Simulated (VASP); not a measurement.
# Ge (Cmmm) in VASP: notebook

Runs on Ge. Level: PBEsol. Tasks: single point.

All numbers are computed with VASP 6.6.1; they aren't measurements. Logs are shortened: lines on timing, memory, paths and dates and some standing lists are left out, and cuts for length are marked.

## 1. The cell of the first run

The structure is orthorhombic, space group Cmmm (No. 65). Conventional cell: a = 2.794 Å, b = 5.201 Å, c = 2.563 Å, α = 90.00°, β = 90.00°, γ = 90.00°. Within 3.4 Å of Ge (site symmetry mmm) lie 8 Ge at 2.56 to 2.95 Å.

## 2. Single point, PBEsol (strain +0.000 along x and y, -0.050 along z)

Input file INCAR:

```
SYSTEM = Ge
ALGO = Normal
EDIFF = 1E-6
ENCUT = 520
GGA = PS
ISIF = 2
ISMEAR = 0
LASPH = .True.
LCHARG = .False.
LREAL = .False.
LWAVE = .False.
NBANDS = 13
NELM = 80
PREC = Accurate
SIGMA = 0.15
```

Input file KPOINTS:

```
k-points
0
Gamma
  20 20 18
  0 0 0
```

Input file POSCAR:

```
Ge
1.0
    1.3971490000     -2.6005160000      0.0000000000
    1.3971490000      2.6005160000      0.0000000000
    0.0000000000      0.0000000000      2.5633194500
Ge
1
Direct
    0.5000000000      0.5000000000      0.0000000000
```

Potentials or basis: VASP PAW PBE potentials, release 64 (Ge_d).

On the command line:

```sh
$ cat potpaw_PBE.64/Ge_d/POTCAR > POTCAR
$ mpirun -np 1 vasp_std > vasp.out
```

OUTCAR:

```text
SYSTEM = Ge
   EDIFF = 1E-6
   ENCUT = 520
   GGA = PS
   ISIF = 2
   ISMEAR = 0
   LASPH = .True.
   LREAL = .False.
   NELM = 80
   PREC = Accurate

 ion  position               nearest neighbor table
   1  0.500  0.500  0.000-

  LATTYP: Found a base centered orthorhombic cell.
 ALAT       =     2.7942980000
 B/A-ratio  =     1.8613018368
 C/A-ratio  =     0.9173393282

  Lattice vectors:

 A1 = (   1.3971490000,  -2.6005160000,   0.0000000000)
 A2 = (   1.3971490000,   2.6005160000,   0.0000000000)
 A3 = (   0.0000000000,   0.0000000000,   2.5633194500)

Analysis of symmetry for initial positions (statically):
=====================================================================
 Subroutine PRICEL returns:
 Original cell was already a primitive cell.

 Routine SETGRP: Setting up the symmetry group for a
 base centered orthorhombic supercell.

 Subroutine GETGRP returns: Found  8 space group operations
 (whereof  8 operations were pure point group operations)
 out of a pool of  8 trial point group operations.

The static configuration has the point symmetry D_2h.

Analysis of symmetry for dynamics (positions and initial velocities):
=====================================================================
 Subroutine PRICEL returns:
 Original cell was already a primitive cell.

 Routine SETGRP: Setting up the symmetry group for a
 base centered orthorhombic supercell.

 Subroutine GETGRP returns: Found  8 space group operations
 (whereof  8 operations were pure point group operations)
 out of a pool of  8 trial point group operations.

The dynamic configuration has the point symmetry D_2h.

 Subroutine INISYM returns: Found  8 space group operations
 (whereof  8 operations are pure point group operations),
 and found     1 'primitive' translations

----------------------------------------------------------------------------------------

                                     Primitive cell

  volume of cell :      18.6267

  direct lattice vectors                    reciprocal lattice vectors
     1.397149000 -2.600516000  0.000000000     0.357871637 -0.192269534  0.000000000
     1.397149000  2.600516000  0.000000000     0.357871637  0.192269534  0.000000000
     0.000000000  0.000000000  2.563319450     0.000000000  0.000000000  0.390119148

  length of vectors
     2.952068562  2.952068562  2.563319450     0.406250763  0.406250763  0.390119148

  position of ions in fractional coordinates (direct lattice)
     0.500000000  0.500000000  0.000000000

  ion indices of the primitive-cell ions
   primitive index   ion index
                 1           1

----------------------------------------------------------------------------------------

 KPOINTS: k-points

Automatic generation of k-mesh.
 Grid dimensions read from file:
 generate k-points for:   20   20   18

 Generating k-lattice:

  Cartesian coordinates                     Fractional coordinates (reciprocal lattice)
     0.017893582 -0.009613477  0.000000000     0.050000000  0.000000000  0.000000000
     0.017893582  0.009613477  0.000000000     0.000000000  0.050000000  0.000000000
     0.000000000  0.000000000  0.021673286     0.000000000  0.000000000  0.055555556

  Length of vectors
     0.020312538  0.020312538  0.021673286

  Shift w.r.t. Gamma in fractional coordinates (k-lattice)
     0.000000000  0.000000000  0.000000000

 Subroutine IBZKPT returns following result:
 ===========================================

 Found   1110 irreducible k-points:

 Following reciprocal coordinates:
            Coordinates               Weight
  0.000000  0.000000  0.000000      1.000000
  0.050000  0.000000  0.000000      4.000000
  0.100000 -0.000000  0.000000      4.000000
  0.150000  0.000000  0.000000      4.000000
  0.200000 -0.000000  0.000000      4.000000
  0.250000 -0.000000  0.000000      4.000000
[... 16 lines left out ...]
 -0.400000  0.050000  0.000000      4.000000
 -0.350000  0.050000  0.000000      4.000000
 [... further k-points ...]
   k-points           NKPTS =   1110   k-points in BZ     NKDIM =   1110   number of bands    NBANDS=     13
   number of dos      NEDOS =    301   number of ions     NIONS =      1
   total plane-waves  NPLWV =  11520
   dimension x,y,z NGX =    24 NGY =   24 NGZ =   20
   dimension x,y,z NGXF=    48 NGYF=   48 NGZF=   40
   ions per type =               1
   NGX,Y,Z   is equivalent  to a cutoff of  13.52, 13.52, 12.97 a.u.
   NGXF,Y,Z  is equivalent  to a cutoff of  27.03, 27.03, 25.94 a.u.
 SYSTEM =  Ge
   PREC   = accura    normal or accurate (medium, high low for compatibility)
   ISTART =      0    job   : 0-new  1-cont  2-samecut
   ICHARG =      2    charge: 1-file 2-atom 10-const
   ISPIN  =      1    spin polarized calculation?
   LNONCOLLINEAR =      F non collinear calculations
   LSORBIT =      F    spin-orbit coupling
   LASPH  =      T    aspherical Exc in radial PAW
   ENCUT  =  520.0 eV  38.22 Ry    6.18 a.u.   5.49  5.49  4.77*2*pi/ulx,y,z
   NELM   =     80;   NELMIN=  2; NELMDL= -5     # of ELM steps
   EDIFF  = 0.1E-05   stopping-criterion for ELM
   LREAL  =      F    real-space projection
   EDIFFG = 0.1E-04   stopping-criterion for IOM
   NSW    =      0    number of steps for IOM
   IBRION =     -1    ionic relax: 0-MD 1-quasi-New 2-CG
   NFREE  =      0    steps in history (QN), initial steepest desc. (CG)
   ISIF   =      2    stress and relaxation
   ISYM   =      2    0-nonsym 1-usesym 2-fastsym
   POTIM  = 0.5000    time-step for ionic-motion
   TEBEG  =    0.0;   TEEND  =   0.0 temperature during run
   PSTRESS=    0.0 pullay stress
   NELECT =      14.0000    total number of electrons
   NUPDOWN=      -1.0000    fix difference up-down
   EMIN   =  10.00;   EMAX   =-10.00  energy-range for DOS
   EFERMI =   0.00;   METHOD = LEGACY
   ISMEAR =     0;   SIGMA  =   0.15  broadening in eV -4-tet -1-fermi 0-gaus
   EFERMI_NEDOS =   21; number of points for ismear=-14 and -15
   IALGO  =     38    algorithm
   IMIX   =      4    mixing-type and parameters
     AMIX     =   0.40;   BMIX     =  1.00
     AMIX_MAG =   1.60;   BMIX_MAG =  1.00
  volume/ion in A,a.u.               =      18.63       125.70
  Fermi-wavevector in a.u.,A,eV,Ry     =   1.488467  2.812795 30.144166  2.215534
  Thomas-Fermi vector in A             =   2.601498
   LORBIT       =      0    0 simple, 1 ext, 2 COOP (PROOUT), +10 PAW based schemes
   GGA     = PS    functional components
   LHFCALC =     F    Hartree Fock is set to
   AEXX    =    0.0000 exact exchange contribution
   IVDW    =     0    specifies the selected vdW correction
   LEPSILON=     F    determine dielectric tensor
   LRPA    =     F    only Hartree local field effects (RPA)
 non-spin polarized calculation
 Gauss-broadening in eV      SIGMA  =   0.15
  energy-cutoff  :      520.00
  volume of cell :       18.63
 maximum number of plane-waves:       517
 NGX is ok and might be reduce to    24
   NGX = 11   NGY = 11   NGZ =  9

 number of electron      14.0000006 magnetization

 Free energy of the ion-electron system (eV)
  ---------------------------------------------------
  ext. energy  EPLUGINS =         0.00000000
  ---------------------------------------------------
  free energy    TOTEN  =        -4.72977429 eV

  energy without entropy =       -4.72467049  energy(sigma->0) =       -4.72722239

 E-fermi :   6.6563     XC(G=0): -11.4429

 val. band max:        6.6538312959   @ k =   0.5000   0.1500   0.0000
 cond. band min:       6.6590293733   @ k =  -0.3000   0.0500   0.0556
 fundamental gap:      0.0051980774
 Fermi energy:         6.6563031898

 k-point     1 :       0.0000    0.0000    0.0000
  band No.  band energies     occupation
      1     -18.1303      2.00000
      2     -18.0079      2.00000
      3     -17.9560      2.00000
      4     -17.8321      2.00000
      5     -17.8139      2.00000
      6      -6.6788      2.00000
      7      13.3394      0.00000
      8      14.8315      0.00000
      9      14.9755      0.00000
     10      17.5148      0.00000
     11      19.1472      0.00000
     12      21.3036      0.00000
     13      21.7195      0.00000

 k-point     2 :       0.0500    0.0000    0.0000
  band No.  band energies     occupation
      1     -18.1287      2.00000
      2     -18.0050      2.00000
      3     -17.9564      2.00000
      4     -17.8325      2.00000
      5     -17.8151      2.00000
      6      -6.6181      2.00000
      7      13.0885      0.00000
      8      14.2213      0.00000
      9      15.0349      0.00000
     10      17.7603      0.00000
     11      19.2842      0.00000
     12      20.1823      0.00000
     13      22.0289      0.00000

 k-point     3 :       0.1000   -0.0000    0.0000
  band No.  band energies     occupation
      1     -18.1241      2.00000
      2     -17.9972      2.00000
      3     -17.9571      2.00000
      4     -17.8336      2.00000
      5     -17.8184      2.00000
      6      -6.4361      2.00000
      7      12.2604      0.00000
      8      13.1199      0.00000
      9      15.2118      0.00000
     10      17.7632      0.00000
     11      19.0530      0.00000
     12      20.4076      0.00000
     13      22.9361      0.00000

 k-point     4 :       0.1500    0.0000    0.0000
  band No.  band energies     occupation
      1     -18.1174      2.00000
      2     -17.9874      2.00000
      3     -17.9554      2.00000
      4     -17.8356      2.00000
      5     -17.8233      2.00000
      6      -6.1331      2.00000
      7      10.7609      0.00000
      8      12.3134      0.00000
      9      15.5029      0.00000
     10      16.9564      0.00000
     11      19.4041      0.00000
     12      21.3638      0.00000
     13      24.2485      0.00000

 k-point     5 :       0.2000   -0.0000    0.0000
  band No.  band energies     occupation
      1     -18.1098      2.00000
      2     -17.9820      2.00000
      3     -17.9455      2.00000
      4     -17.8389      2.00000
      5     -17.8286      2.00000
      6      -5.7097      2.00000
      7       9.0460      0.00000
      8      11.6542      0.00000
      9      15.9018      0.00000
     10      16.1009      0.00000
     11      19.9268      0.00000
     12      22.6082      0.00000
     13      25.7843      0.00000
[... 257 lines left out ...]
 k-point    22 :      -0.4500    0.0500    0.0000
  band No.  band energies     occupation
      1     -18.0878      2.00000
      2     -17.9838      2.00000
      3     -17.8694      2.00000
      4     -17.8641      2.00000
      5     -17.8400      2.00000
      6      -2.5097      2.00000
      7       2.1859      2.00000
      8       9.1213      0.00000
      9      14.6666      0.00000
     10      18.4470      0.00000
     11      23.1747      0.00000
     12      25.9424      0.00000
     13      26.4709      0.00000

 k-point    23 :      -0.4000    0.0500    0.0000
  band No.  band energies     occupation
      1     -18.0897      2.00000
      2     -17.9838      2.00000
      3     -17.8829      2.00000
      4     -17.8596      2.00000
      5     -17.8386      2.00000
      6      -3.3545      2.00000
      7       3.5077      2.00000
      8       9.2892      0.00000
      9      14.9984      0.00000
     10      17.8877      0.00000
     11      22.3015      0.00000
     12      26.9524      0.00000
     13      27.4898      0.00000

 k-point    24 :      -0.3500    0.0500    0.0000
  band No.  band energies     occupation
      1     -18.0932      2.00000
      2     -17.9839      2.00000
      3     -17.9000      2.00000
      4     -17.8539      2.00000
      5     -17.8363      2.00000
      6      -4.1507      2.00000
      7       4.9990      2.00000
      8       9.5844      0.00000
      9      15.4486      0.00000
     10      17.2695      0.00000
     11      21.5250      0.00000
     12      27.6625      0.00000
     13      28.1742      0.00000

 [... further k-points ...]

------------------------ aborting loop because EDIFF is reached ----------------------------------------

  FORCE on cell =-STRESS in cart. coord.  units (eV):
  Direction    XX          YY          ZZ          XY          YZ          ZX
  --------------------------------------------------------------------------------------
  -------------------------------------------------------------------------------------
  Total       -0.3139518     -0.5632712      0.6891848      0.0000000      0.0000000      0.0000000
  in kB      -27.0046544    -48.4499258     59.2804235      0.0000000      0.0000000      0.0000000
  external PRESSURE =      -5.3913856 kB  Pullay stress =       0.0000000 kB

 VOLUME and BASIS-vectors are now :
 -----------------------------------------------------------------------------
  energy-cutoff  :      520.00
  volume of cell :       18.63
      direct lattice vectors                 reciprocal lattice vectors
     1.397149000 -2.600516000  0.000000000     0.357871637 -0.192269534  0.000000000
     1.397149000  2.600516000  0.000000000     0.357871637  0.192269534  0.000000000
     0.000000000  0.000000000  2.563319450     0.000000000  0.000000000  0.390119148

 POSITION                                       TOTAL-FORCE (eV/Angst)
 -----------------------------------------------------------------------------------
      1.39715      0.00000      0.00000        -0.000000      0.000000      0.000000
 -----------------------------------------------------------------------------------
    total drift:                               -0.000000     -0.000000     -0.000000

  FREE ENERGIE OF THE ION-ELECTRON SYSTEM (eV)
  ---------------------------------------------------
  free  energy   TOTEN  =        -4.7297742899 eV

  energy  without entropy=       -4.7246704912  energy(sigma->0) =       -4.72722239
```

Wall time 51 s (1 thread of Intel Xeon 6975P-C (Granite Rapids), shared host); peak memory 0.34 GiB.

What came out:

- Free energy: -4.7298 eV
- Pressure: -0.5 GPa
- Band gap on the k mesh: zero (bands 7 and 8 overlap by 10.00 eV)

Levels at points of the mesh, in eV from the Fermi level:
```tsv
k point	band 3	band 4	band 5	band 6	band 7	band 8	band 9	band 10	band 11	band 12
(0.00, 0.00, 0.00)	-24.61	-24.49	-24.47	-13.34	6.68	8.18	8.32	10.86	12.49	14.65
(0.50, 0.00, 0.00)	-24.52	-24.51	-24.50	-8.32	-5.68	3.02	7.08	12.19	17.95	18.12
(0.50, 0.50, 0.00)	-24.53	-24.53	-24.48	-9.18	-5.89	4.79	8.76	11.52	17.33	17.69
(0.00, 0.00, 0.50)	-24.60	-24.58	-24.48	-8.69	-6.05	10.24	11.74	15.73	16.38	17.01
(0.50, 0.00, 0.50)	-24.61	-24.51	-24.38	-3.20	-2.10	-1.94	3.54	6.59	12.03	12.96
(0.50, 0.50, 0.50)	-24.59	-24.52	-24.40	-4.18	-2.73	-2.09	3.17	8.37	13.85	14.61
```

Caveat: the cell differs from its parent crystal (strain +0.000 along x and y, -0.050 along z); the PAW data sets were made with another functional, which shifts forces and pressure a little.

## 3. Single point, PBEsol (strain -0.025 along x and y, +0.000 along z)

Input file INCAR:

```
PREC = Accurate ; ENCUT = 520
EDIFF = 1E-6 ; ISMEAR = 0
SIGMA = 0.15 ; LREAL = False
LASPH = True ; NELM = 80
ALGO = Normal ; ISIF = 2
LWAVE = False ; LCHARG = False
GGA = PS ; NBANDS = 13
```

Input file KPOINTS:

```
regular mesh
0
Gamma
  20 20 18
```

Input file POSCAR:

```
Ge
1.0
    1.3622202750     -2.5355031000      0.0000000000
    1.3622202750      2.5355031000      0.0000000000
    0.0000000000      0.0000000000      2.6982310000
Ge
1
Direct
    0.5000000000      0.5000000000      0.0000000000
```

Potentials or basis: VASP PAW PBE potentials, release 64 (Ge_d).

On the command line:

```sh
$ cat potpaw_PBE.64/Ge_d/POTCAR > POTCAR
$ mpirun -np 1 vasp_std > vasp.out
```

OUTCAR:

```text
PREC = Accurate
   ENCUT = 520
   EDIFF = 1E-6
   ISMEAR = 0
   LREAL = False
   LASPH = True
   NELM = 80
   ISIF = 2
   GGA = PS

 ion  position               nearest neighbor table
   1  0.500  0.500  0.000-

  LATTYP: Found a base centered orthorhombic cell.
 ALAT       =     2.7244405500
 B/A-ratio  =     1.8613018368
 C/A-ratio  =     0.9903798415

  Lattice vectors:

 A1 = (   1.3622202750,  -2.5355031000,   0.0000000000)
[... 564 lines left out ...]
     12      26.5529      0.00000
     13      27.4938      0.00000

 [... further k-points ...]

------------------------ aborting loop because EDIFF is reached ----------------------------------------

  FORCE on cell =-STRESS in cart. coord.  units (eV):
  Direction    XX          YY          ZZ          XY          YZ          ZX
  --------------------------------------------------------------------------------------
  -------------------------------------------------------------------------------------
  Total        0.2453361     -0.0444195     -0.4667768      0.0000000      0.0000000      0.0000000
  in kB       21.0887777     -3.8182472    -40.1235366      0.0000000      0.0000000      0.0000000
  external PRESSURE =      -7.6176687 kB  Pullay stress =       0.0000000 kB

 VOLUME and BASIS-vectors are now :
 -----------------------------------------------------------------------------
  energy-cutoff  :      520.00
  volume of cell :       18.64
      direct lattice vectors                 reciprocal lattice vectors
     1.362220275 -2.535503100  0.000000000     0.367047833 -0.197199522  0.000000000
     1.362220275  2.535503100  0.000000000     0.367047833  0.197199522  0.000000000
     0.000000000  0.000000000  2.698231000     0.000000000  0.000000000  0.370613191

 POSITION                                       TOTAL-FORCE (eV/Angst)
 -----------------------------------------------------------------------------------
      1.36222      0.00000      0.00000        -0.000000      0.000000      0.000000
 -----------------------------------------------------------------------------------
    total drift:                               -0.000000     -0.000000     -0.000000

  FREE ENERGIE OF THE ION-ELECTRON SYSTEM (eV)
  ---------------------------------------------------
  free  energy   TOTEN  =        -4.7445423895 eV

  energy  without entropy=       -4.7398974583  energy(sigma->0) =       -4.74221992
```

Run time: 48 s. Hardware: 1 thread of Intel Xeon 6975P-C (Granite Rapids), shared host; peak memory 0.34 GiB.

Results:

- Free energy: -4.7445 eV
- Pressure: -0.8 GPa
- Band gap on the k mesh: zero (bands 7 and 8 overlap by 9.53 eV)

Stress tensor (GPa, compression positive):
```
 2.11  0.00  0.00
 0.00 -0.38  0.00
 0.00  0.00 -4.01
```

Caveat: the cell differs from its parent crystal (strain -0.025 along x and y, +0.000 along z); the PAW data sets were made with another functional, which shifts forces and pressure a little.
